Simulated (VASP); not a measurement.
# H20CO9 in VASP: single point with LDA

Aim: the single point of H20CO9 with LDA.

Everything below comes from runs of VASP 6.6.1. Logs are shortened: lines on timing, memory, paths and dates and some standing lists are left out, and cuts for length are marked.

## (1) The cell of the first run

The cell holds a disordered packing, 30 atoms: a = 6.513 Å, b = 6.513 Å, c = 6.513 Å, α = 90.00°, β = 90.00°, γ = 90.00°.

## (2) Single point, LDA

The input, INCAR:

```
SYSTEM = H20CO9
  PREC = Accurate
  ENCUT = 1000
  EDIFF = 1E-6
  ISMEAR = -1
  SIGMA = 0.02
  LREAL = Auto
  LASPH = .TRUE.
  NELM = 120
  ALGO = Normal
  ISIF = 2
  LWAVE = .FALSE.
  LCHARG = .FALSE.
  NBANDS = 60
  GGA_COMPAT = .FALSE.
```

The input, KPOINTS:

```
regular mesh
0
G
  1 1 1
  0 0 0
```

The input, POSCAR:

```
H20CO9
1.0
    6.5131880000      0.0000000000      0.0000000000
    0.0000000000      6.5131880000      0.0000000000
    0.0000000000      0.0000000000      6.5131880000
O H C
9 20 1
Direct
    0.1922892156      0.0884101565      0.1549957843
    0.5919509527      0.5984117634      0.0540562659
    0.5882852650      0.5259953971      0.4550536152
    0.5365713793      0.1635805711      0.6202324016
    0.8644250202      0.8871616997      0.9525563916
    0.3320678554      0.6824344316      0.7436482415
    0.8247742676      0.2810111302      0.8554798034
    0.1587967258      0.2453869958      0.5832290001
    0.7723565894      0.8464223883      0.5677589811
    0.1015022255      0.0007086652      0.0690208114
    0.2932545184      0.1458849659      0.0599381800
    0.6837780767      0.7197235025      0.0248585800
    0.4738404213      0.6198893584     -0.0440422718
    0.5876578509      0.3761198282      0.4949026458
    0.5741946328      0.5415829176      0.3004507877
    0.3798717545      0.1741218583      0.6116944380
    0.6024826171      0.0267868284      0.5864285130
    0.8343934078      1.0388421989      0.9478036859
    0.8655986423      0.8547229828      0.8003250568
    0.3574435919      0.8282036330      0.7153157278
    0.3974213965      0.6129260192      0.6223199962
    0.6965257464      0.2483859744      0.7726082382
    0.7827434906      0.3976311415      0.9437781412
    0.1156068484      0.2083439374      0.4436613784
    0.0382182969      0.2682531159      0.6748371559
    0.8593691165      1.0545866895      0.3442438008
    0.7076498543      0.7037297254      0.5409720057
    1.0533347401      0.8704992055      0.4152811312
    0.8387600620      0.7974706299      0.2590366074
    0.8870809381      0.8930627882      0.3894199058
```

Potentials or basis: VASP PAW LDA potentials, release 64 (O_h, H_h, C_h).

Command:

```sh
$ cat potpaw_LDA.64/O_h/POTCAR potpaw_LDA.64/H_h/POTCAR potpaw_LDA.64/C_h/POTCAR > POTCAR
$ mpirun -np 1 vasp_gam > vasp.out
```

OUTCAR:

```text
SYSTEM = H20CO9
   PREC = Accurate
   ENCUT = 1000
   EDIFF = 1E-6
   ISMEAR = -1
   LREAL = Auto
   LASPH = .TRUE.
   NELM = 120
   ISIF = 2

 ion  position               nearest neighbor table
   1  0.192  0.088  0.155-  11 0.98  10 0.99
   2  0.592  0.598  0.054-  12 1.01  13 1.01
   3  0.588  0.526  0.455-  14 1.01  15 1.02
   4  0.537  0.164  0.620-  17 1.01  16 1.02
   5  0.864  0.887  0.953-  18 1.01  19 1.01
   6  0.332  0.682  0.744-  20 0.98  21 1.01
   7  0.825  0.281  0.855-  23 0.99  22 1.02
   8  0.159  0.245  0.583-  24 0.98  25 1.00
   9  0.772  0.846  0.568-  27 1.04  30 1.41
  10  0.102  0.001  0.069-   1 0.99
  11  0.293  0.146  0.060-   1 0.98
  12  0.684  0.720  0.025-   2 1.01
  13  0.474  0.620  0.956-   2 1.01
  14  0.588  0.376  0.495-   3 1.01
  15  0.574  0.542  0.300-   3 1.02
[... 12 lines left out ...]
  28  0.053  0.870  0.415-  30 1.11
  29  0.839  0.797  0.259-  30 1.10
  30  0.887  0.893  0.389-  29 1.10  28 1.11  26 1.11   9 1.41

  LATTYP: Found a simple cubic cell.
 ALAT       =     6.5131880000

  Lattice vectors:

 A1 = (   6.5131880000,   0.0000000000,   0.0000000000)
 A2 = (   0.0000000000,   6.5131880000,   0.0000000000)
 A3 = (   0.0000000000,   0.0000000000,   6.5131880000)

Analysis of symmetry for initial positions (statically):
=====================================================================
 Subroutine PRICEL returns:
 Original cell was already a primitive cell.

 Routine SETGRP: Setting up the symmetry group for a
 simple cubic supercell.

 Subroutine GETGRP returns: Found  1 space group operations
 (whereof  1 operations were pure point group operations)
 out of a pool of 48 trial point group operations.

The static configuration has the point symmetry C_1 .

Analysis of symmetry for dynamics (positions and initial velocities):
=====================================================================
 Subroutine PRICEL returns:
 Original cell was already a primitive cell.

 Routine SETGRP: Setting up the symmetry group for a
 simple cubic supercell.

 Subroutine GETGRP returns: Found  1 space group operations
 (whereof  1 operations were pure point group operations)
 out of a pool of 48 trial point group operations.

The dynamic configuration has the point symmetry C_1 .

 Subroutine INISYM returns: Found  1 space group operations
 (whereof  1 operations are pure point group operations),
 and found     1 'primitive' translations

----------------------------------------------------------------------------------------

                                     Primitive cell

  volume of cell :     276.3000

  direct lattice vectors                    reciprocal lattice vectors
     6.513188000  0.000000000  0.000000000     0.153534644  0.000000000  0.000000000
     0.000000000  6.513188000  0.000000000     0.000000000  0.153534644  0.000000000
     0.000000000  0.000000000  6.513188000     0.000000000  0.000000000  0.153534644

  length of vectors
     6.513188000  6.513188000  6.513188000     0.153534644  0.153534644  0.153534644

  position of ions in fractional coordinates (direct lattice)
     0.192289216  0.088410156  0.154995784
     0.591950953  0.598411763  0.054056266
     0.588285265  0.525995397  0.455053615
     0.536571379  0.163580571  0.620232402
     0.864425020  0.887161700  0.952556392
     0.332067855  0.682434432  0.743648241
[... 22 lines left out ...]
     0.838760062  0.797470630  0.259036607
     0.887080938  0.893062788  0.389419906

  ion indices of the primitive-cell ions
   primitive index   ion index
                 1           1
                 2           2
                 3           3
                 4           4
                 5           5
                 6           6
[... 22 lines left out ...]
                29          29
                30          30

----------------------------------------------------------------------------------------

 KPOINTS: regular mesh

Automatic generation of k-mesh.
 Grid dimensions read from file:
 generate k-points for:    1    1    1

 Generating k-lattice:

  Cartesian coordinates                     Fractional coordinates (reciprocal lattice)
     0.153534644  0.000000000  0.000000000     1.000000000  0.000000000  0.000000000
     0.000000000  0.153534644  0.000000000     0.000000000  1.000000000  0.000000000
     0.000000000  0.000000000  0.153534644     0.000000000  0.000000000  1.000000000

  Length of vectors
     0.153534644  0.153534644  0.153534644

  Shift w.r.t. Gamma in fractional coordinates (k-lattice)
     0.000000000  0.000000000  0.000000000

 Subroutine IBZKPT returns following result:
 ===========================================

 Found      1 irreducible k-points:

 Following reciprocal coordinates:
            Coordinates               Weight
  0.000000  0.000000  0.000000      1.000000
   k-points           NKPTS =      1   k-points in BZ     NKDIM =      1   number of bands    NBANDS=     60
   number of dos      NEDOS =    301   number of ions     NIONS =     30
   total plane-waves  NPLWV = 343000
   dimension x,y,z NGX =    70 NGY =   70 NGZ =   70
   dimension x,y,z NGXF=   140 NGYF=  140 NGZF=  140
   ions per type =               9  20   1
   NGX,Y,Z   is equivalent  to a cutoff of  17.87, 17.87, 17.87 a.u.
   NGXF,Y,Z  is equivalent  to a cutoff of  35.73, 35.73, 35.73 a.u.
 SYSTEM =  H20CO9
   PREC   = accura    normal or accurate (medium, high low for compatibility)
   ISTART =      0    job   : 0-new  1-cont  2-samecut
   ICHARG =      2    charge: 1-file 2-atom 10-const
   ISPIN  =      1    spin polarized calculation?
   LNONCOLLINEAR =      F non collinear calculations
   LSORBIT =      F    spin-orbit coupling
   LASPH  =      T    aspherical Exc in radial PAW
   ENCUT  = 1000.0 eV  73.50 Ry    8.57 a.u.  16.79 16.79 16.79*2*pi/ulx,y,z
   NELM   =    120;   NELMIN=  2; NELMDL= -5     # of ELM steps
   EDIFF  = 0.1E-05   stopping-criterion for ELM
   LREAL  =      T    real-space projection
   EDIFFG = 0.1E-04   stopping-criterion for IOM
   NSW    =      0    number of steps for IOM
   IBRION =     -1    ionic relax: 0-MD 1-quasi-New 2-CG
   NFREE  =      0    steps in history (QN), initial steepest desc. (CG)
   ISIF   =      2    stress and relaxation
   ISYM   =      2    0-nonsym 1-usesym 2-fastsym
   POTIM  = 0.5000    time-step for ionic-motion
   TEBEG  =    0.0;   TEEND  =   0.0 temperature during run
   PSTRESS=    0.0 pullay stress
   NELECT =      78.0000    total number of electrons
   NUPDOWN=      -1.0000    fix difference up-down
   EMIN   =  10.00;   EMAX   =-10.00  energy-range for DOS
   EFERMI =   0.00;   METHOD = LEGACY
   ISMEAR =    -1;   SIGMA  =   0.02  broadening in eV -4-tet -1-fermi 0-gaus
   EFERMI_NEDOS =   21; number of points for ismear=-14 and -15
   IALGO  =     38    algorithm
   IMIX   =      4    mixing-type and parameters
     AMIX     =   0.40;   BMIX     =  1.00
     AMIX_MAG =   1.60;   BMIX_MAG =  1.00
  volume/ion in A,a.u.               =       9.21        62.15
  Fermi-wavevector in a.u.,A,eV,Ry     =   1.073939  2.029450 15.692197  1.153344
  Thomas-Fermi vector in A             =   2.209752
   LORBIT       =      0    0 simple, 1 ext, 2 COOP (PROOUT), +10 PAW based schemes
   GGA     = CA    functional components
   LHFCALC =     F    Hartree Fock is set to
   AEXX    =    0.0000 exact exchange contribution
   IVDW    =     0    specifies the selected vdW correction
   LEPSILON=     F    determine dielectric tensor
   LRPA    =     F    only Hartree local field effects (RPA)
 non-spin polarized calculation
  energy-cutoff  :     1000.00
  volume of cell :      276.30
 maximum number of plane-waves:      9967
 NGX is ok and might be reduce to    70
   NGX = 33   NGY = 33   NGZ = 33

 number of electron      78.0000001 magnetization

 Free energy of the ion-electron system (eV)
  ---------------------------------------------------
  ext. energy  EPLUGINS =         0.00000000
  ---------------------------------------------------
  free energy    TOTEN  =      -158.01460530 eV

  energy without entropy =     -158.01460530  energy(sigma->0) =     -158.01460530

 E-fermi :  -2.8135     XC(G=0):  -7.6139

 val. band max:       -3.2955022821   @ k =   0.0000   0.0000   0.0000
 cond. band min:       1.4911281625   @ k =   0.0000   0.0000   0.0000
 fundamental gap:      4.7866304446
 Fermi energy:        -2.8135351230

 k-point     1 :       0.0000    0.0000    0.0000
  band No.  band energies     occupation
      1     -22.4869      2.00000
      2     -21.7118      2.00000
      3     -21.4652      2.00000
      4     -21.3329      2.00000
      5     -21.1117      2.00000
      6     -20.9858      2.00000
[... 43 lines left out ...]
     50       6.9601      0.00000
     51       7.3249      0.00000
 [bands above 51 left out]

------------------------ aborting loop because EDIFF is reached ----------------------------------------

  FORCE on cell =-STRESS in cart. coord.  units (eV):
  Direction    XX          YY          ZZ          XY          YZ          ZX
  --------------------------------------------------------------------------------------
  -------------------------------------------------------------------------------------
  Total       -1.9330252     -1.3640860     -1.4413832      0.8285646      0.2230899      1.0409764
  in kB      -11.2090099     -7.9099093     -8.3581312      4.8045874      1.2936289      6.0362973
  external PRESSURE =      -9.1590168 kB  Pullay stress =       0.0000000 kB

 VOLUME and BASIS-vectors are now :
 -----------------------------------------------------------------------------
  energy-cutoff  :     1000.00
  volume of cell :      276.30
      direct lattice vectors                 reciprocal lattice vectors
     6.513188000  0.000000000  0.000000000     0.153534644  0.000000000  0.000000000
     0.000000000  6.513188000  0.000000000     0.000000000  0.153534644  0.000000000
     0.000000000  0.000000000  6.513188000     0.000000000  0.000000000  0.153534644

 POSITION                                       TOTAL-FORCE (eV/Angst)
 -----------------------------------------------------------------------------------
      1.25242      0.57583      1.00952         0.161705      0.010731     -0.129879
      3.85549      3.89757      0.35208         0.052887     -0.085371      0.012851
      3.83161      3.42591      2.96385        -0.145840     -0.054590     -0.189272
      3.49479      1.06543      4.03969         0.077713     -0.021136     -0.060258
      5.63016      5.77825      6.20418         0.054013      0.024954      0.011410
      2.16282      4.44482      4.84352         0.237699      0.208826     -0.170008
[... 22 lines left out ...]
      5.46300      5.19408      1.68715         0.026827     -0.016671      0.005569
      5.77772      5.81669      2.53637         0.107638      0.053496      0.079939
 -----------------------------------------------------------------------------------
    total drift:                               -0.001581     -0.000363     -0.000610

  FREE ENERGIE OF THE ION-ELECTRON SYSTEM (eV)
  ---------------------------------------------------
  free  energy   TOTEN  =      -158.0146053029 eV

  energy  without entropy=     -158.0146053028  energy(sigma->0) =     -158.01460530
```

Wall time 42 s (1 thread of Intel Xeon 6975P-C (Granite Rapids), shared host); peak memory 0.49 GiB.

Results:

```
Free energy   : -158.0146 eV
Pressure      : -0.9 GPa
Largest force : 0.359 eV/Å
```

Forces on the atoms (eV/Å):
```
O    0.162  0.011 -0.130
O    0.053 -0.085  0.013
O   -0.146 -0.055 -0.189
O    0.078 -0.021 -0.060
O    0.054  0.025  0.011
O    0.238  0.209 -0.170
O    0.064 -0.061 -0.016
O    0.029 -0.025  0.016
O    0.048 -0.043  0.061
H   -0.041 -0.033  0.070
H   -0.161 -0.008  0.169
H    0.166  0.068 -0.009
H    0.103 -0.026 -0.073
H   -0.017  0.040  0.044
H    0.032  0.079 -0.030
H   -0.090  0.043 -0.007
H   -0.074 -0.020  0.006
H   -0.031  0.086  0.034
H   -0.095 -0.024 -0.079
H   -0.151 -0.158  0.191
H   -0.027 -0.047  0.098
H    0.023  0.025  0.012
H   -0.147  0.073 -0.045
H    0.016 -0.030 -0.095
H   -0.028  0.017  0.047
H   -0.019 -0.023  0.031
H   -0.080 -0.065 -0.010
H   -0.092  0.012  0.024
H    0.027 -0.017  0.006
C    0.108  0.053  0.080
```

Stress tensor (GPa, compression positive):
```
-1.12  0.48  0.60
 0.48 -0.79  0.13
 0.60  0.13 -0.84
```

Caveat: the k points lie up to 0.96 Å⁻¹ apart, too coarse for converged energies, forces and pressures.
